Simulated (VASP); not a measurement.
The system is Ga4As3P.

```
CELL_PARAMETERS angstrom
3.83178 0.00000 0.00000
0.00000 3.83178 0.00000
0.00000 0.00000 10.83790
ATOMIC_POSITIONS crystal
P 0.00000 0.00000 0.00000
Ga 0.00000 0.50000 0.87500
Ga 0.50000 0.00000 0.62500
Ga 0.00000 0.50000 0.37500
Ga 0.50000 0.00000 0.12500
As 0.50000 0.50000 0.75000
As 0.00000 0.00000 0.50000
As 0.50000 0.50000 0.25000
```

- Program: VASP 6.6.1
- Task: relaxation of cell and atoms
- Functional: PBE
- Potentials or basis: VASP PAW PBE potentials, release 64 (P, Ga_d, As)
- Cutoff: 500 eV
- k mesh: 6 × 6 × 2
- Occupations: fermi-dirac, width 0.02 eV
- Spin: no spin polarisation

At the start: pressure 13.2 GPa; volume 19.89 Å³/atom.

Question: Where does the relaxation end?

Answer: Over 13 steps the energy falls by 120.0 meV/atom and the volume is 22.97 Å³/atom (+15.5 %); space group P-4m2 (No. 115, to 0.1 Å) before and after.

Step by step:
```
step  energy change (eV)  largest force (eV/Å)  pressure (GPa)  volume (Å³)
   1              0.0000                0.9365           13.21       159.13
   2             -0.6998                0.2128           -4.37       199.98
   3             -0.9341                0.3100           -0.13       184.28
   4             -0.9338                0.3188            0.05       183.75
   5             -0.9440                0.1934            0.11       183.54
   6             -0.9534                0.1447            0.26       183.07
   7             -0.9584                0.0860           -0.17       184.25
   8             -0.9585                0.0744           -0.27       184.52
   9             -0.9598                0.0278            0.08       183.55
  10             -0.9599                0.0138            0.01       183.76
  11             -0.9599                0.0150           -0.01       183.77
  12             -0.9599                0.0063            0.01       183.75
  13             -0.9599                0.0032            0.00       183.75
```

Final structure:
```
P Ga As
1.0
     4.02361    0.00000    0.00000
     0.00000    4.02361    0.00000
     0.00000    0.00000   11.35022
P Ga As
1 4 3
Direct
  0.00000 0.00000 0.00000
  0.00000 0.50000 0.88193
  0.50000 0.00000 0.62740
  0.00000 0.50000 0.37260
  0.50000 0.00000 0.11807
  0.50000 0.50000 0.75460
  0.00000 0.00000 0.50000
  0.50000 0.50000 0.24540
```

Caveat: the volume moved by over 15 % at a fixed basis, so the end points are rough.
